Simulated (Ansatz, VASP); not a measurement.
KCl: VASP beside Ansatz

```xyz
2
Lattice="3.8392 0.0000 0.0000 0.0000 3.8392 0.0000 0.0000 0.0000 3.8392" Properties=species:S:1:pos:R:3 pbc="T T T"
K     0.0000    0.0000    0.0000
Cl    1.9196    1.9196    1.9196
```

Alike in both runs: task single point; functional PBE; k mesh 7 × 7 × 7; occupations gaussian, width 0.1 eV; no spin polarisation.

|  | VASP | Ansatz |
| --- | --- | --- |
| version | VASP 6.6.1 | Ansatz 0.2.0 |
| potentials or method | VASP PAW PBE potentials, release 64 (K_sv, Cl), cutoff 520 eV | all-electron LAPW, scalar-relativistic |

|  | VASP | Ansatz | Ansatz less VASP |
| --- | --- | --- | --- |
| gap on the k mesh at the Fermi level (eV) | 4.82 | 4.82 | +0.001 |
| least direct gap on the mesh (eV) | 5.00 | 5.00 | 0.000 |
| pressure (GPa) | 0.0 | -0.1 | -0.01 |

Ansatz ran all-electron here, and VASP with PAW potentials.
